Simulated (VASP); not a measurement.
Here is a VASP 6.6.1 calculation.

The input INCAR:

```
PREC = Accurate
ENCUT = 520
EDIFF = 1E-6
ISMEAR = 0
SIGMA = 0.05
LREAL = Auto
LASPH = True
NELM = 60
ALGO = Normal
ISIF = 2
LWAVE = False
LCHARG = False
GGA = PS
NBANDS = 74
```

KPOINTS

```
regular mesh
0
Gamma
  2 2 1
```

POSCAR

```
H5C10Cl
1.0
    5.0487420000      0.0000000000      0.0000000000
    0.0000000000      5.0487420000      0.0000000000
    0.0000000000      0.0000000000     16.8355610000
H C Cl
10 20 2
Direct
    0.4277867635      0.0000000000      0.0593980801
    0.0722132365      0.0000000000      0.0593980801
    0.9277867635      0.0000000000      0.0593980801
    0.5722132365      0.0000000000      0.0593980801
    0.4277867635      0.5000000000      0.0593980801
    0.0722132365      0.5000000000      0.0593980801
    0.9277867635      0.5000000000      0.0593980801
    0.5722132365      0.5000000000      0.0593980801
    0.2494762062      0.3265603590      0.4388944330
    0.7499862342      0.4916868400      0.3661212715
    0.2499999010      0.0000000000      0.0970979821
    0.7499999010      0.0000000000      0.0970979821
    0.2499999010      0.5000000000      0.0970979821
    0.7499999010      0.5000000000      0.0970979821
    0.2499999010      0.2499999010      0.1501108279
    0.7499999010      0.2499999010      0.1501108279
    0.2499999010      0.7499999010      0.1501108279
    0.7499999010      0.7499999010      0.1501108279
   -0.0041293455      0.2501674675      0.1982438839
    0.5041194420      0.2501759844      0.1982424583
   -0.0000190146      0.7499495914      0.2078459993
    0.5000202031      0.7499470165      0.2078496226
   -0.0019836625      0.0164145841      0.2574598494
    0.5019699957      0.0164137918      0.2574655516
   -0.0025885656      0.4837397118      0.2573788898
    0.5025857927      0.4837383253      0.2573797808
    0.2500012874      0.1130913404      0.2969487028
    0.7499822728      0.0920047014      0.3056745184
    0.2499949492      0.3879049474      0.2965785340
    0.7499892052      0.4115593548      0.3056011617
   -0.2500028720     -0.0312406536      0.4046469850
    0.2504223824      0.4626730778      0.5049024502
```

Potentials or basis: VASP PAW PBE potentials, release 64 (H, C, Cl).

The run is started by

```sh
$ cat potpaw_PBE.64/H/POTCAR potpaw_PBE.64/C/POTCAR potpaw_PBE.64/Cl/POTCAR > POTCAR
$ mpirun -np 1 vasp_std > vasp.out
```

Estimate the largest force.

8.961 eV/Å.

Predict the band gap on the k mesh.

0.97 eV.

Forces in eV/Å, atoms in the order of the input:
```
H   -8.948 -0.044  0.041
H    8.948 -0.044  0.041
H   -8.961 -0.058  0.033
H    8.961 -0.058  0.033
H   -8.944  0.044  0.040
H    8.944  0.044  0.040
H   -8.960  0.060  0.032
H    8.960  0.060  0.032
H    0.001  0.041  0.064
H    0.000  0.011  0.031
C    0.000 -0.131  1.272
C    0.000 -0.192  1.173
C    0.000  0.121  1.298
C    0.000  0.186  1.174
C   -0.001 -0.059 -2.946
C   -0.001  0.008 -3.907
C    0.000  0.049  0.734
C    0.000  0.016  0.735
C    0.015 -0.003 -0.007
C   -0.014 -0.005 -0.005
C    0.001  0.000 -0.001
C   -0.002  0.001 -0.002
C   -0.008 -0.039  0.003
C    0.010 -0.039  0.000
C   -0.007  0.048  0.004
C    0.005  0.049  0.004
C   -0.003 -0.066  0.041
C    0.004 -0.041  0.120
C    0.000  0.061  0.028
C    0.001 -0.006  0.020
Cl   0.000  0.027 -0.068
Cl  -0.001 -0.040 -0.058
```

Caveat: the k points lie up to 0.62 Å⁻¹ apart; there is no dipole correction, which matters where the two faces differ; the PAW data sets were made with another functional, which shifts forces and pressure a little.
